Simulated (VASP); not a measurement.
# VPt (P4/mmm) in VASP: further runs

Runs on VPt. Level: LDA. Tasks: single point.

All numbers are computed with VASP 6.6.1; they aren't measurements. Logs are shortened: lines on timing, memory, paths and dates and some standing lists are left out, and cuts for length are marked.

## (1) The cell of the first run

Symmetry: P4/mmm, No. 123, tetragonal system. Conventional cell: a = 2.694 Å, b = 2.694 Å, c = 3.880 Å, α = 90.00°, β = 90.00°, γ = 90.00°. Within 3.6 Å of V (site symmetry 4/mmm) lie 4 V at 2.69 Å and 8 Pt at 2.72 Å. Within 3.6 Å of Pt (site symmetry 4/mmm) lie 4 Pt at 2.69 Å and 8 V at 2.72 Å.

## (2) Single point, LDA, collinear spin, ferromagnetic start

Contents of INCAR:

```
ALGO = Normal ; EDIFF = 1E-6
ENCUT = 520 ; GGA = CA
ISIF = 2 ; ISMEAR = -1
ISPIN = 2 ; LASPH = True
LCHARG = False ; LMAXMIX = 4
LORBIT = 11 ; LREAL = False
LWAVE = False ; MAGMOM = 0.4 0
NBANDS = 22 ; NELM = 150
NUPDOWN = 0.4 ; PREC = Accurate
SIGMA = 0.1
```

Contents of KPOINTS:

```
k-points
0
Gamma
  12 12 9
```

Contents of POSCAR:

```
VPt
1.0
    2.6940768363      0.0000000000      0.0000000000
    0.0000000000      2.6940768363      0.0000000000
    0.0000000000      0.0000000000      3.8800000000
V Pt
1 1
Direct
    0.5000000000      0.5000000000      0.5000000000
    0.0000000000      0.0000000000      0.0000000000
```

Potentials or basis: VASP PAW LDA potentials, release 64 (V_sv, Pt).

The run is started by

```sh
$ cat potpaw_LDA.64/V_sv/POTCAR potpaw_LDA.64/Pt/POTCAR > POTCAR
$ mpirun -np 1 vasp_std > vasp.out
```

OUTCAR:

```text
EDIFF = 1E-6
   ENCUT = 520
   GGA = CA
   ISIF = 2
   ISMEAR = -1
   ISPIN = 2
   LASPH = True
   LORBIT = 11
   LREAL = False
   NELM = 150
   NUPDOWN = 0.4
   PREC = Accurate

 ion  position               nearest neighbor table
   1  0.500  0.500  0.500-   2 2.72   2 2.72   2 2.72   2 2.72   2 2.72   2 2.72   2 2.72   2 2.72

   2  0.000  0.000  0.000-   1 2.72   1 2.72   1 2.72   1 2.72   1 2.72   1 2.72   1 2.72   1 2.72

  LATTYP: Found a simple tetragonal cell.
 ALAT       =     2.6940768363
 C/A-ratio  =     1.4401964887

  Lattice vectors:

 A1 = (   2.6940768363,   0.0000000000,   0.0000000000)
 A2 = (   0.0000000000,   2.6940768363,   0.0000000000)
 A3 = (   0.0000000000,   0.0000000000,   3.8800000000)

Analysis of symmetry for initial positions (statically):
=====================================================================
 Subroutine PRICEL returns:
 Original cell was already a primitive cell.

 Routine SETGRP: Setting up the symmetry group for a
 simple tetragonal supercell.

 Subroutine GETGRP returns: Found 16 space group operations
 (whereof 16 operations were pure point group operations)
 out of a pool of 16 trial point group operations.

The static configuration has the point symmetry D_4h.

Analysis of symmetry for dynamics (positions and initial velocities):
=====================================================================
 Subroutine PRICEL returns:
 Original cell was already a primitive cell.

 Routine SETGRP: Setting up the symmetry group for a
 simple tetragonal supercell.

 Subroutine GETGRP returns: Found 16 space group operations
 (whereof 16 operations were pure point group operations)
 out of a pool of 16 trial point group operations.

The dynamic configuration has the point symmetry D_4h.

Analysis of structural, dynamic, and magnetic symmetry:
=====================================================================
 Subroutine PRICEL returns:
 Original cell was already a primitive cell.

 Routine SETGRP: Setting up the symmetry group for a
 simple tetragonal supercell.

 Subroutine GETGRP returns: Found 16 space group operations
 (whereof 16 operations were pure point group operations)
 out of a pool of 16 trial point group operations.

The overall configuration has the point symmetry D_4h.

 Subroutine INISYM returns: Found 16 space group operations
 (whereof 16 operations are pure point group operations),
 and found     1 'primitive' translations

----------------------------------------------------------------------------------------

                                     Primitive cell

  volume of cell :      28.1612

  direct lattice vectors                    reciprocal lattice vectors
     2.694076836  0.000000000  0.000000000     0.371184662  0.000000000  0.000000000
     0.000000000  2.694076836  0.000000000     0.000000000  0.371184662  0.000000000
     0.000000000  0.000000000  3.880000000     0.000000000  0.000000000  0.257731959

  length of vectors
     2.694076836  2.694076836  3.880000000     0.371184662  0.371184662  0.257731959

  position of ions in fractional coordinates (direct lattice)
     0.500000000  0.500000000  0.500000000
     0.000000000  0.000000000  0.000000000

  ion indices of the primitive-cell ions
   primitive index   ion index
                 1           1
                 2           2

----------------------------------------------------------------------------------------

 KPOINTS: k-points

Automatic generation of k-mesh.
 Grid dimensions read from file:
 generate k-points for:   12   12    9

 Generating k-lattice:

  Cartesian coordinates                     Fractional coordinates (reciprocal lattice)
     0.030932055  0.000000000  0.000000000     0.083333333  0.000000000  0.000000000
     0.000000000  0.030932055  0.000000000     0.000000000  0.083333333  0.000000000
     0.000000000  0.000000000  0.028636884     0.000000000  0.000000000  0.111111111

  Length of vectors
     0.030932055  0.030932055  0.028636884

  Shift w.r.t. Gamma in fractional coordinates (k-lattice)
     0.000000000  0.000000000  0.000000000

 Subroutine IBZKPT returns following result:
 ===========================================

 Found    140 irreducible k-points:

 Following reciprocal coordinates:
            Coordinates               Weight
  0.000000  0.000000  0.000000      1.000000
  0.083333  0.000000  0.000000      4.000000
  0.166667  0.000000  0.000000      4.000000
  0.250000  0.000000  0.000000      4.000000
  0.333333  0.000000  0.000000      4.000000
  0.416667  0.000000  0.000000      4.000000
[... 16 lines left out ...]
  0.333333  0.333333  0.000000      4.000000
  0.416667  0.333333  0.000000      8.000000
 [... further k-points ...]
   k-points           NKPTS =    140   k-points in BZ     NKDIM =    140   number of bands    NBANDS=     22
   number of dos      NEDOS =    301   number of ions     NIONS =      2
   total plane-waves  NPLWV =  12000
   dimension x,y,z NGX =    20 NGY =   20 NGZ =   30
   dimension x,y,z NGXF=    40 NGYF=   40 NGZF=   60
   ions per type =               1   1
   NGX,Y,Z   is equivalent  to a cutoff of  12.34, 12.34, 12.85 a.u.
   NGXF,Y,Z  is equivalent  to a cutoff of  24.68, 24.68, 25.71 a.u.
 SYSTEM =  unknown system
   PREC   = accura    normal or accurate (medium, high low for compatibility)
   ISTART =      0    job   : 0-new  1-cont  2-samecut
   ICHARG =      2    charge: 1-file 2-atom 10-const
   ISPIN  =      2    spin polarized calculation?
   LNONCOLLINEAR =      F non collinear calculations
   LSORBIT =      F    spin-orbit coupling
   LASPH  =      T    aspherical Exc in radial PAW
   ENCUT  =  520.0 eV  38.22 Ry    6.18 a.u.   5.01  5.01  7.21*2*pi/ulx,y,z
   NELM   =    150;   NELMIN=  2; NELMDL= -5     # of ELM steps
   EDIFF  = 0.1E-05   stopping-criterion for ELM
   LREAL  =      F    real-space projection
[... 7 lines left out ...]
   TEBEG  =    0.0;   TEEND  =   0.0 temperature during run
   PSTRESS=    0.0 pullay stress
   NELECT =      23.0000    total number of electrons
   NUPDOWN=       0.4000    fix difference up-down
   EMIN   =  10.00;   EMAX   =-10.00  energy-range for DOS
   EFERMI =   0.00;   METHOD = LEGACY
   ISMEAR =    -1;   SIGMA  =   0.10  broadening in eV -4-tet -1-fermi 0-gaus
   EFERMI_NEDOS =   21; number of points for ismear=-14 and -15
   IALGO  =     38    algorithm
   IMIX   =      4    mixing-type and parameters
     AMIX     =   0.40;   BMIX     =  1.00
     AMIX_MAG =   1.60;   BMIX_MAG =  1.00
  volume/ion in A,a.u.               =      14.08        95.02
  Fermi-wavevector in a.u.,A,eV,Ry     =   1.530266  2.891783 31.860947  2.341714
  Thomas-Fermi vector in A             =   2.637773
   LORBIT       =     11    0 simple, 1 ext, 2 COOP (PROOUT), +10 PAW based schemes
   GGA     = CA    functional components
   LHFCALC =     F    Hartree Fock is set to
   AEXX    =    0.0000 exact exchange contribution
   IVDW    =     0    specifies the selected vdW correction
   LEPSILON=     F    determine dielectric tensor
   LRPA    =     F    only Hartree local field effects (RPA)
 spin polarized calculation
  energy-cutoff  :      520.00
  volume of cell :       28.16
 maximum number of plane-waves:       776
   NGX = 11   NGY = 11   NGZ = 15

 number of electron      22.9999991 magnetization       0.3999999

 Free energy of the ion-electron system (eV)
  ---------------------------------------------------
  ext. energy  EPLUGINS =         0.00000000
  ---------------------------------------------------
  free energy    TOTEN  =       -18.56227241 eV

  energy without entropy =      -18.50039810  energy(sigma->0) =      -18.53133525

 E-fermi :  10.9813     XC(G=0): -13.5530

 val. band max:       11.2746892576   @ k =   0.1667   0.0000   0.0000
 cond. band min:      11.0020199602   @ k =   0.3333   0.1667   0.0000
 fundamental gap:     -0.2726692974
 Fermi energy:        11.2749018442

 spin component 1

 k-point     1 :       0.0000    0.0000    0.0000
  band No.  band energies     occupation
      1     -52.6953      1.00000
      2     -27.0768      1.00000
      3     -26.6430      1.00000
      4     -26.6430      1.00000
      5       1.6302      1.00000
      6       4.5257      1.00000
[... 14 lines left out ...]
     21      31.5981      0.00000
     22      32.1209      0.00000

 k-point     2 :       0.0833    0.0000    0.0000
  band No.  band energies     occupation
      1     -52.6914      1.00000
      2     -27.0739      1.00000
      3     -26.6745      1.00000
      4     -26.6404      1.00000
      5       1.8270      1.00000
      6       4.6359      1.00000
[... 14 lines left out ...]
     21      30.7619      0.00000
     22      31.5941      0.00000
[... 523 lines left out ...]
     21      26.2466      0.00000
     22      27.0580      0.00000

 k-point    24 :       0.4167    0.3333    0.0000
  band No.  band energies     occupation
      1     -52.5983      1.00000
      2     -27.0234      1.00000
      3     -26.9973      1.00000
      4     -26.9332      1.00000
      5       4.6282      1.00000
      6       5.5459      1.00000
[... 14 lines left out ...]
     21      24.8374      0.00000
     22      25.7852      0.00000

 [... further k-points ...]

 spin component 2

 k-point     1 :       0.0000    0.0000    0.0000
  band No.  band energies     occupation
      1     -52.4050      1.00000
      2     -26.7772      1.00000
      3     -26.3664      1.00000
      4     -26.3664      1.00000
      5       1.6898      1.00000
      6       4.5658      1.00000
[... 14 lines left out ...]
     21      31.6732      0.00000
     22      32.1903      0.00000

 k-point     2 :       0.0833    0.0000    0.0000
  band No.  band energies     occupation
      1     -52.4010      1.00000
      2     -26.7743      1.00000
      3     -26.3981      1.00000
      4     -26.3638      1.00000
      5       1.8870      1.00000
      6       4.6791      1.00000
[... 14 lines left out ...]
     21      30.8498      0.00000
     22      31.6712      0.00000
[... 523 lines left out ...]
     21      26.3449      0.00000
     22      27.1511      0.00000

 k-point    24 :       0.4167    0.3333    0.0000
  band No.  band energies     occupation
      1     -52.3075      1.00000
      2     -26.7489      1.00000
      3     -26.6967      1.00000
      4     -26.6580      1.00000
      5       4.6769      1.00000
      6       5.6043      1.00000
[... 14 lines left out ...]
     21      24.9340      0.00000
     22      25.8871      0.00000

 [... further k-points ...]
[... 5 lines left out ...]
  --------------------------------------------------------------------------------------
  -------------------------------------------------------------------------------------
  Total       -1.7898210     -1.7898210     -1.6589528      0.0000000      0.0000000     -0.0000000
  in kB     -101.8283013   -101.8283013    -94.3828176      0.0000000      0.0000000     -0.0000000
  external PRESSURE =     -99.3464734 kB  Pullay stress =       0.0000000 kB

 VOLUME and BASIS-vectors are now :
 -----------------------------------------------------------------------------
  energy-cutoff  :      520.00
  volume of cell :       28.16
      direct lattice vectors                 reciprocal lattice vectors
     2.694076836  0.000000000  0.000000000     0.371184662  0.000000000  0.000000000
     0.000000000  2.694076836  0.000000000     0.000000000  0.371184662  0.000000000
     0.000000000  0.000000000  3.880000000     0.000000000  0.000000000  0.257731959

 POSITION                                       TOTAL-FORCE (eV/Angst)
 -----------------------------------------------------------------------------------
      1.34704      1.34704      1.94000         0.000000      0.000000      0.000000
      0.00000      0.00000      0.00000         0.000000      0.000000      0.000000
 -----------------------------------------------------------------------------------
    total drift:                               -0.000000      0.000000      0.000000

  FREE ENERGIE OF THE ION-ELECTRON SYSTEM (eV)
  ---------------------------------------------------
  free  energy   TOTEN  =       -18.5622724056 eV

  energy  without entropy=      -18.5003980959  energy(sigma->0) =      -18.53133525

 total charge

# of ion       s       p       d       tot
------------------------------------------
    1        2.288   6.208   3.032  11.528
    2        0.770   0.780   7.992   9.542
--------------------------------------------------
tot          3.058   6.988  11.024  21.070

 magnetization (x)

# of ion       s       p       d       tot
------------------------------------------
    1        0.003   0.006   0.311   0.320
    2       -0.002   0.010   0.034   0.042
--------------------------------------------------
tot          0.001   0.016   0.345   0.362
```

Wall time 75 s (1 thread of Intel Xeon Platinum 8488C (Sapphire Rapids), shared host); peak memory 0.23 GiB.

What came out:

| Item | Value |
| --- | --- |
| Free energy | -18.5623 eV |
| Pressure | -9.9 GPa |
| Net moment | 0.40 μB per cell |
| Site moments | V +0.32; Pt +0.04 μB |
| Valence electrons inside the program's atomic spheres | V 11.53; Pt 9.54 |

Caveat: spin-orbit coupling is left out, which moves the levels of the heavy elements; the total moment is fixed, so each spin has its own Fermi level.

## (3) Single point, LDA, collinear spin, ferromagnetic start

Contents of INCAR:

```
ALGO     = Normal         # electronic algorithm
EDIFF    = 1E-6           # SCF threshold, eV
ENCUT    = 520            # plane-wave cutoff, eV
ISIF     = 2              # what is computed and relaxed
ISMEAR   = -1             # smearing method
ISPIN    = 2              # spin polarisation
LASPH    = True           # aspherical terms in the spheres
LCHARG   = False          # write CHGCAR
LMAXMIX  = 4              # l up to which the mixer works
LORBIT   = 11             # projections on sites
LREAL    = False          # projectors in reciprocal space
LWAVE    = False          # write WAVECAR
MAGMOM   = 1.2 0          # initial moments
NBANDS   = 22             # bands
NELM     = 150            # most SCF steps
NUPDOWN  = 1.2            # fixed moment
PREC     = Accurate       # precision mode
SIGMA    = 0.1            # smearing width, eV
```

KPOINTS is that of step 2.

POSCAR is that of step 2.

Potentials or basis: VASP PAW LDA potentials, release 64 (V_sv, Pt).

The run is started by

```sh
$ cat potpaw_LDA.64/V_sv/POTCAR potpaw_LDA.64/Pt/POTCAR > POTCAR
$ mpirun -np 1 vasp_std > vasp.out
```

It took 76 s on 1 thread of Intel Xeon Platinum 8488C (Sapphire Rapids), shared host; peak memory 0.23 GiB.

It converged, with:

| Item | Value |
| --- | --- |
| Free energy | -18.3662 eV |
| Pressure | -6.5 GPa |
| Net moment | 1.20 μB per cell |
| Site moments | V +0.97; Pt +0.12 μB |
| Valence electrons inside the program's atomic spheres | V 11.54; Pt 9.55 |

Stress tensor (GPa, compression positive):
```
-5.29  0.00  0.00
 0.00 -5.29  0.00
 0.00  0.00 -8.82
```

Caveat: spin-orbit coupling is left out, which moves the levels of the heavy elements; the total moment is fixed, so each spin has its own Fermi level.
